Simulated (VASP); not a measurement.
Runs of VASP 6.6.1 on BeS. The structure is that of space group F-43m (No. 216), or close to it. The cells are those of the table. 

```tsv
task	level	potentials or basis	cell	k mesh	cutoff (eV)	smearing	gap on the mesh (eV)	pressure (GPa)	relaxed volume (Å³/atom)
single point	PBE	VASP PAW PBE potentials, release 64 (Be, S)	a = 3.448 Å, angles 60.0°, 2 atoms	8 × 8 × 8	520	fermi-dirac 0.02 eV	3.15	0.0	-
single point	PBEsol	VASP PAW PBE potentials, release 64 (Be, S)	a = 3.421 Å, angles 60.0°, 2 atoms	8 × 8 × 8	520	fermi-dirac 0.02 eV	2.91	0.2	-
single point	r2SCAN	VASP PAW PBE potentials, release 64 (Be, S)	a = 3.443 Å, angles 60.0°, 2 atoms	10 × 10 × 10	520	gaussian 0.01 eV	3.60	0.3	-
relaxation of cell and atoms	PBEsol	VASP PAW PBE potentials, release 64 (Be, S)	relaxed from a = 3.448 Å, angles 60.0°, 2 atoms	8 × 8 × 8	600	fermi-dirac 0.02 eV	(b)	0.0	14.18
single point	PBE	VASP PAW PBE potentials, release 64 (Be, S)	a = 3.443 Å, angles 60.0°, 2 atoms	6 × 6 × 6	520	gaussian 0.01 eV	3.14	(a)	-
relaxation of cell and atoms	LDA	VASP PAW LDA potentials, release 64 (Be, S)	relaxed from a = 3.448 Å, angles 60.0°, 2 atoms	8 × 8 × 8	600	fermi-dirac 0.02 eV	2.83	0.0	13.80
single point	PBE	VASP PAW PBE potentials, release 64 (Be, S)	a = 3.443 Å, angles 60.0°, 2 atoms	10 × 10 × 10	520	fermi-dirac 0.02 eV	3.14	(c)	-
single point	LDA	VASP PAW LDA potentials, release 64 (Be, S)	a = 3.443 Å, angles 60.0°, 2 atoms	10 × 10 × 10	520	gaussian 0.01 eV	2.93	-4.2	-
single point	LDA	VASP PAW LDA potentials, release 64 (Be, S)	a = 3.392 Å, angles 60.0°, 2 atoms	8 × 8 × 8	520	fermi-dirac 0.02 eV	2.83	0.0	-
single point	r2SCAN	VASP PAW PBE potentials, release 64 (Be, S)	a = 3.443 Å, angles 60.0°, 2 atoms	8 × 8 × 8	520	fermi-dirac 0.02 eV	3.60	0.3	-
relaxation of cell and atoms	PBE	VASP PAW PBE potentials, release 64 (Be, S)	relaxed from a = 3.444 Å, angles 60.0°, 2 atoms	8 × 8 × 8	600	fermi-dirac 0.02 eV	3.15	0.0	14.50
```

Alike in all rows: no spin polarisation.

Problem. Fill in the values left out.

Solution. (a) 0.5; (b) 2.92; (c) 0.4.

Caveats: the PAW data sets were made with another functional, which shifts forces and pressure a little (some runs).

A k mesh can miss the band edges.
